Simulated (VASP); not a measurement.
# GaSb (qlda) (F-43m) in VASP: further runs

The runs below take GaSb (qlda) through relaxation of cell and atoms, with LDA.

Program: VASP 6.6.1. These are calculated values, not measurements. Logs are shortened: lines on timing, memory, paths and dates and some standing lists are left out, and cuts for length are marked.

**1. The cell of the first run**

The structure is cubic, space group F-43m (No. 216). The conventional cell has a = 6.049 Å, b = 6.049 Å, c = 6.049 Å, α = 90.00°, β = 90.00°, γ = 90.00°. Within 3.5 Å of Ga (site symmetry -43m) lie 4 Sb at 2.62 Å. Sb (site symmetry -43m) has 4 Ga at 2.62 Å within 3.5 Å.

**2. Relaxation of cell and atoms, LDA**

Contents of INCAR:

```
SYSTEM = GaSb
PREC = Accurate
ENCUT = 600
EDIFF = 1E-7
ISMEAR = 0
SIGMA = 0.01
LREAL = .False.
LASPH = .True.
NELM = 100
ALGO = Normal
ISIF = 3
LWAVE = .False.
LCHARG = .False.
IBRION = 2
NSW = 100
EDIFFG = -0.002
```

Contents of KPOINTS:

```
regular mesh
0
Gamma
  8 8 8
  0 0 0
```

Contents of POSCAR:

```
GaSb
1.0
    0.0000000000      3.0244335307      3.0244335307
    3.0244335307      0.0000000000      3.0244335307
    3.0244335307      3.0244335307      0.0000000000
Ga Sb
1 1
Direct
    0.0000000000      0.0000000000      0.0000000000
    0.2500000000      0.2500000000      0.2500000000
```

Potentials or basis: VASP PAW LDA potentials, release 64 (Ga_d, Sb).

Command:

```console
cat potpaw_LDA.64/Ga_d/POTCAR potpaw_LDA.64/Sb/POTCAR > POTCAR
mpirun -np 1 vasp_std > vasp.out
```

OUTCAR:

```text
SYSTEM = GaSb
   PREC = Accurate
   ENCUT = 600
   EDIFF = 1E-7
   ISMEAR = 0
   LREAL = .False.
   LASPH = .True.
   NELM = 100
   ISIF = 3
   IBRION = 2
   NSW = 100
   EDIFFG = -0.002

 ion  position               nearest neighbor table
   1  0.000  0.000  0.000-   2 2.62   2 2.62   2 2.62   2 2.62
   2  0.250  0.250  0.250-   1 2.62   1 2.62   1 2.62   1 2.62

  LATTYP: Found a face centered cubic cell.
 ALAT       =     6.0488670614

  Lattice vectors:

 A1 = (   0.0000000000,   3.0244335307,   3.0244335307)
 A2 = (   3.0244335307,   0.0000000000,   3.0244335307)
 A3 = (   3.0244335307,   3.0244335307,   0.0000000000)

Analysis of symmetry for initial positions (statically):
=====================================================================
 Subroutine PRICEL returns:
 Original cell was already a primitive cell.

 Routine SETGRP: Setting up the symmetry group for a
 face centered cubic supercell.

 Subroutine GETGRP returns: Found 24 space group operations
 (whereof 24 operations were pure point group operations)
 out of a pool of 48 trial point group operations.

The static configuration has the point symmetry T_d .

Analysis of symmetry for dynamics (positions and initial velocities):
=====================================================================
 Subroutine PRICEL returns:
 Original cell was already a primitive cell.

 Routine SETGRP: Setting up the symmetry group for a
 face centered cubic supercell.

 Subroutine GETGRP returns: Found 24 space group operations
 (whereof 24 operations were pure point group operations)
 out of a pool of 48 trial point group operations.

The dynamic configuration has the point symmetry T_d .

 Subroutine INISYM returns: Found 24 space group operations
 (whereof 24 operations are pure point group operations),
 and found     1 'primitive' translations

----------------------------------------------------------------------------------------

                                     Primitive cell

  volume of cell :      55.3302

  direct lattice vectors                    reciprocal lattice vectors
     0.000000000  3.024433531  3.024433531    -0.165320214  0.165320214  0.165320214
     3.024433531  0.000000000  3.024433531     0.165320214 -0.165320214  0.165320214
     3.024433531  3.024433531  0.000000000     0.165320214  0.165320214 -0.165320214

  length of vectors
     4.277194918  4.277194918  4.277194918     0.286343011  0.286343011  0.286343011

  position of ions in fractional coordinates (direct lattice)
     0.000000000  0.000000000  0.000000000
     0.250000000  0.250000000  0.250000000

  ion indices of the primitive-cell ions
   primitive index   ion index
                 1           1
                 2           2

----------------------------------------------------------------------------------------

 KPOINTS: regular mesh

Automatic generation of k-mesh.
 Grid dimensions read from file:
 generate k-points for:    8    8    8

 Generating k-lattice:

  Cartesian coordinates                     Fractional coordinates (reciprocal lattice)
    -0.020665027  0.020665027  0.020665027     0.125000000  0.000000000  0.000000000
     0.020665027 -0.020665027  0.020665027     0.000000000  0.125000000  0.000000000
     0.020665027  0.020665027 -0.020665027     0.000000000  0.000000000  0.125000000

  Length of vectors
     0.035792876  0.035792876  0.035792876

  Shift w.r.t. Gamma in fractional coordinates (k-lattice)
     0.000000000  0.000000000  0.000000000

 Subroutine IBZKPT returns following result:
 ===========================================

 Found     29 irreducible k-points:

 Following reciprocal coordinates:
            Coordinates               Weight
  0.000000  0.000000  0.000000      1.000000
  0.125000  0.000000  0.000000      8.000000
  0.250000  0.000000  0.000000      8.000000
  0.375000  0.000000  0.000000      8.000000
  0.500000  0.000000  0.000000      4.000000
  0.125000  0.125000  0.000000      6.000000
[... 16 lines left out ...]
  0.500000  0.250000  0.125000     48.000000
 -0.375000  0.250000  0.125000     24.000000
 [... further k-points ...]
   k-points           NKPTS =     29   k-points in BZ     NKDIM =     29   number of bands    NBANDS=     13
   number of dos      NEDOS =    301   number of ions     NIONS =      2
   total plane-waves  NPLWV =  46656
   dimension x,y,z NGX =    36 NGY =   36 NGZ =   36
   dimension x,y,z NGXF=    72 NGYF=   72 NGZF=   72
   ions per type =               1   1
   NGX,Y,Z   is equivalent  to a cutoff of  13.99, 13.99, 13.99 a.u.
   NGXF,Y,Z  is equivalent  to a cutoff of  27.98, 27.98, 27.98 a.u.
 SYSTEM =  GaSb
   PREC   = accura    normal or accurate (medium, high low for compatibility)
   ISTART =      0    job   : 0-new  1-cont  2-samecut
   ICHARG =      2    charge: 1-file 2-atom 10-const
   ISPIN  =      1    spin polarized calculation?
   LNONCOLLINEAR =      F non collinear calculations
   LSORBIT =      F    spin-orbit coupling
   LASPH  =      T    aspherical Exc in radial PAW
   ENCUT  =  600.0 eV  44.10 Ry    6.64 a.u.   8.54  8.54  8.54*2*pi/ulx,y,z
   NELM   =    100;   NELMIN=  2; NELMDL= -5     # of ELM steps
   EDIFF  = 0.1E-06   stopping-criterion for ELM
   LREAL  =      F    real-space projection
   EDIFFG = -.2E-02   stopping-criterion for IOM
   NSW    =    100    number of steps for IOM
   IBRION =      2    ionic relax: 0-MD 1-quasi-New 2-CG
   NFREE  =      1    steps in history (QN), initial steepest desc. (CG)
   ISIF   =      3    stress and relaxation
   ISYM   =      2    0-nonsym 1-usesym 2-fastsym
   POTIM  = 0.5000    time-step for ionic-motion
   TEBEG  =    0.0;   TEEND  =   0.0 temperature during run
   PSTRESS=    0.0 pullay stress
   NELECT =      18.0000    total number of electrons
   NUPDOWN=      -1.0000    fix difference up-down
   EMIN   =  10.00;   EMAX   =-10.00  energy-range for DOS
   EFERMI =   0.00;   METHOD = LEGACY
   ISMEAR =     0;   SIGMA  =   0.01  broadening in eV -4-tet -1-fermi 0-gaus
   EFERMI_NEDOS =   21; number of points for ismear=-14 and -15
   IALGO  =     38    algorithm
   IMIX   =      4    mixing-type and parameters
     AMIX     =   0.40;   BMIX     =  1.00
     AMIX_MAG =   1.60;   BMIX_MAG =  1.00
  volume/ion in A,a.u.               =      27.67       186.69
  Fermi-wavevector in a.u.,A,eV,Ry     =   1.125931  2.127700 17.248374  1.267720
  Thomas-Fermi vector in A             =   2.262610
   LORBIT       =      0    0 simple, 1 ext, 2 COOP (PROOUT), +10 PAW based schemes
   GGA     = CA    functional components
   LHFCALC =     F    Hartree Fock is set to
   AEXX    =    0.0000 exact exchange contribution
   IVDW    =     0    specifies the selected vdW correction
   LEPSILON=     F    determine dielectric tensor
   LRPA    =     F    only Hartree local field effects (RPA)
 conjugate gradient relaxation of ions
 non-spin polarized calculation
 Gauss-broadening in eV      SIGMA  =   0.01
  energy-cutoff  :      600.00
  volume of cell :       55.33
 maximum number of plane-waves:      1868
 NGX is ok and might be reduce to    36
   NGX = 17   NGY = 17   NGZ = 17

--------------------------------------- Ionic step        1  -------------------------------------------

 number of electron      18.0000004 magnetization

 Free energy of the ion-electron system (eV)
  ---------------------------------------------------
  ext. energy  EPLUGINS =         0.00000000
  ---------------------------------------------------
  free energy    TOTEN  =        -8.66633174 eV

  energy without entropy =       -8.66633174  energy(sigma->0) =       -8.66633174

------------------------ aborting loop because EDIFF is reached ----------------------------------------

  FORCE on cell =-STRESS in cart. coord.  units (eV):
  Direction    XX          YY          ZZ          XY          YZ          ZX
  --------------------------------------------------------------------------------------
  -------------------------------------------------------------------------------------
  Total        0.0467751      0.0467751      0.0467751      0.0000000     -0.0000000      0.0000000
  in kB        1.3544503      1.3544503      1.3544503      0.0000000     -0.0000000      0.0000000
  external PRESSURE =       1.3544503 kB  Pullay stress =       0.0000000 kB

 VOLUME and BASIS-vectors are now :
 -----------------------------------------------------------------------------
  energy-cutoff  :      600.00
  volume of cell :       55.33
      direct lattice vectors                 reciprocal lattice vectors
     0.000000000  3.024433531  3.024433531    -0.165320214  0.165320214  0.165320214
     3.024433531  0.000000000  3.024433531     0.165320214 -0.165320214  0.165320214
     3.024433531  3.024433531  0.000000000     0.165320214  0.165320214 -0.165320214
[... 37 lines left out ...]
 POSITION                                       TOTAL-FORCE (eV/Angst)
 -----------------------------------------------------------------------------------
      0.00000      0.00000      0.00000         0.000000      0.000000     -0.000000
      1.51392      1.51392      1.51392        -0.000000     -0.000000      0.000000
 -----------------------------------------------------------------------------------
    total drift:                               -0.000000     -0.000000     -0.000000

  FREE ENERGIE OF THE ION-ELECTRON SYSTEM (eV)
  ---------------------------------------------------
  free  energy   TOTEN  =        -8.6663975987 eV

  energy  without entropy=       -8.6663975987  energy(sigma->0) =       -8.66639760

--------------------------------------- Ionic step        3  -------------------------------------------

 number of electron      18.0000004 magnetization

 Free energy of the ion-electron system (eV)
  ---------------------------------------------------
  ext. energy  EPLUGINS =         0.00000000
  ---------------------------------------------------
  free energy    TOTEN  =        -8.66640227 eV

  energy without entropy =       -8.66640227  energy(sigma->0) =       -8.66640227

 E-fermi :   5.0497     XC(G=0):  -9.5315

 val. band max:        5.0086165511   @ k =   0.0000   0.0000   0.0000
 cond. band min:       5.1072262379   @ k =   0.0000   0.0000   0.0000
 fundamental gap:      0.0986096869
 Fermi energy:         5.0497174198

 k-point     1 :       0.0000    0.0000    0.0000
  band No.  band energies     occupation
      1     -10.2048      2.00000
      2     -10.2048      2.00000
      3     -10.2048      2.00000
      4     -10.1506      2.00000
      5     -10.1506      2.00000
      6      -6.7299      2.00000
      7       5.0086      2.00000
      8       5.0086      2.00000
      9       5.0086      2.00000
     10       5.1072      0.00000
     11       7.7478      0.00000
     12       7.7478      0.00000
     13       7.7478      0.00000

 k-point     2 :       0.1250    0.0000    0.0000
  band No.  band energies     occupation
      1     -10.2095      2.00000
      2     -10.2028      2.00000
      3     -10.2028      2.00000
      4     -10.1509      2.00000
      5     -10.1509      2.00000
      6      -6.5639      2.00000
      7       2.9677      2.00000
      8       4.7408      2.00000
      9       4.7408      2.00000
     10       6.0575      0.00000
     11       8.1072      0.00000
[... 339 lines left out ...]
 k-point    24 :      -0.3750    0.2500    0.1250
  band No.  band energies     occupation
      1     -10.2413      2.00000
      2     -10.1896      2.00000
      3     -10.1863      2.00000
      4     -10.1542      2.00000
      5     -10.1506      2.00000
      6      -4.6575      2.00000
      7      -1.5109      2.00000
      8       1.7705      2.00000
      9       3.0217      2.00000
     10       7.3101      0.00000
     11       8.3578      0.00000
     12      10.4177      0.00000
     13      11.4453      0.00000

 [... further k-points ...]
[... 5 lines left out ...]
  --------------------------------------------------------------------------------------
  -------------------------------------------------------------------------------------
  Total       -0.0022286     -0.0022286     -0.0022286      0.0000000      0.0000000      0.0000000
  in kB       -0.0643534     -0.0643534     -0.0643534      0.0000000      0.0000000      0.0000000
  external PRESSURE =      -0.0643534 kB  Pullay stress =       0.0000000 kB

 VOLUME and BASIS-vectors are now :
 -----------------------------------------------------------------------------
  energy-cutoff  :      600.00
  volume of cell :       55.48
      direct lattice vectors                 reciprocal lattice vectors
    -0.000000000  3.027226888  3.027226888    -0.165167666  0.165167666  0.165167666
     3.027226888 -0.000000000  3.027226888     0.165167666 -0.165167666  0.165167666
     3.027226888  3.027226888  0.000000000     0.165167666  0.165167666 -0.165167666

 POSITION                                       TOTAL-FORCE (eV/Angst)
 -----------------------------------------------------------------------------------
      0.00000      0.00000      0.00000         0.000000     -0.000000      0.000000
      1.51361      1.51361      1.51361        -0.000000      0.000000     -0.000000
 -----------------------------------------------------------------------------------
    total drift:                               -0.000000     -0.000000     -0.000000

  FREE ENERGIE OF THE ION-ELECTRON SYSTEM (eV)
  ---------------------------------------------------
  free  energy   TOTEN  =        -8.6664022671 eV

  energy  without entropy=       -8.6664022671  energy(sigma->0) =       -8.66640227

 reached required accuracy - stopping structural energy minimisation
```

It took 39 s on 1 thread of AMD EPYC 9R45 (Zen 5), shared host; peak memory 0.15 GiB.

What came out:

```
Free energy                            : -8.6664 eV
Relaxed volume                         : 27.74 Å³/atom
Relaxed cell                           : a = 4.281 Å, b = 4.281 Å, c = 4.281 Å, α = 60.00°, β = 60.00°, γ = 60.00°
Space group after relaxing (to 0.05 Å) : F-43m (No. 216)
Energy gained by relaxing              : 0.0 meV/atom
Ionic steps                            : 3
Pressure after relaxing                : 0.0 GPa
Band gap on the k mesh                 : 0.10 eV, direct
```

Final structure:
```
CELL_PARAMETERS angstrom
0.00000 3.02723 3.02723
3.02723 0.00000 3.02723
3.02723 3.02723 0.00000
ATOMIC_POSITIONS crystal
Ga 0.00000 0.00000 0.00000
Sb 0.25000 0.25000 0.25000
```

Levels at points of the mesh, in eV from the valence-band top:
| k point | band 6 | band 7 | band 8 | band 9 | band 10 | band 11 | band 12 | band 13 |
| --- | --- | --- | --- | --- | --- | --- | --- | --- |
| (0.00, 0.00, 0.00) | -11.74 | 0.00 | 0.00 | 0.00 | 0.10 | 2.74 | 2.74 | 2.74 |
| (0.50, 0.00, 0.00) | -10.04 | -6.56 | -1.21 | -1.21 | 0.36 | 3.71 | 3.71 | 6.29 |
| (0.50, 0.50, 0.00) | -9.16 | -7.00 | -2.69 | -2.69 | 0.80 | 1.10 | 8.78 | 8.78 |

Caveat: spin-orbit coupling is left out, which moves the levels of the heavy elements. A k mesh can miss the band edges.

**3. Relaxation of cell and atoms, LDA**

This run uses another cell than the first one, of 28.89 Å³/atom, 1.044 times its volume.

Contents of INCAR:

```
SYSTEM = GaSb
  PREC = Accurate
  ENCUT = 600
  EDIFF = 1E-6
  ISMEAR = 0
  SIGMA = 0.1
  LREAL = .False.
  LASPH = .True.
  NELM = 100
  ALGO = Normal
  ISIF = 3
  LWAVE = .False.
  LCHARG = .False.
  GGA = CA
  IBRION = 2
  NSW = 100
  EDIFFG = -0.002
```

Contents of KPOINTS:

```
Automatic mesh
0
Gamma
  10 10 10
  0 0 0
```

Contents of POSCAR:

```
GaSb
1.0
    0.0000000000      3.0686043200      3.0686043200
    3.0686043200      0.0000000000      3.0686043200
    3.0686043200      3.0686043200      0.0000000000
Ga Sb
1 1
Direct
    0.0000000000      0.0000000000      0.0000000000
    0.2500000000      0.2500000000      0.2500000000
```

Potentials or basis: VASP PAW LDA potentials, release 64 (Ga_d, Sb).

Command:

```console
cat potpaw_LDA.64/Ga_d/POTCAR potpaw_LDA.64/Sb/POTCAR > POTCAR
mpirun -np 1 vasp_std > vasp.out
```

Wall time 63 s (1 thread of AMD EPYC 9R45 (Zen 5), shared host); peak memory 0.17 GiB.

The run converged. Its results:

| Item | Value |
| --- | --- |
| Free energy | -8.6726 eV |
| Relaxed volume | 27.76 Å³/atom |
| Relaxed cell | a = 4.282 Å, b = 4.282 Å, c = 4.282 Å, α = 60.00°, β = 60.00°, γ = 60.00° |
| Space group after relaxing (to 0.05 Å) | F-43m (No. 216) |
| Energy gained by relaxing | 7.4 meV/atom |
| Ionic steps | 3 |
| Pressure after relaxing | 0.0 GPa |
| Band gap on the k mesh | 0.09 eV, direct |

Step by step:
```tsv
step	energy change (eV)	largest force (eV/Å)	pressure (GPa)	volume (Å³)
1	0.0000	0.0000	-2.04	57.79
2	-0.0131	0.0000	0.77	54.77
3	-0.0149	0.0000	-0.01	55.52
```

Final structure:
```xyz
2
Lattice="0.0000 3.0279 3.0279 3.0279 0.0000 3.0279 3.0279 3.0279 0.0000" Properties=species:S:1:pos:R:3 pbc="T T T"
Ga    0.0000    0.0000    0.0000
Sb    1.5140    1.5140    1.5140
```

Levels at points of the mesh, in eV from the valence-band top:
```tsv
k point	band 7	band 8	band 9	band 10	band 11	band 12
(0.00, 0.00, 0.00)	0.00	0.00	0.00	0.09	2.74	2.74
(0.50, 0.00, 0.00)	-6.56	-1.20	-1.20	0.36	3.71	3.71
(0.50, 0.50, 0.00)	-6.99	-2.68	-2.68	0.80	1.11	8.77
```

Caveat: spin-orbit coupling is left out, which moves the levels of the heavy elements. A k mesh can miss the band edges.
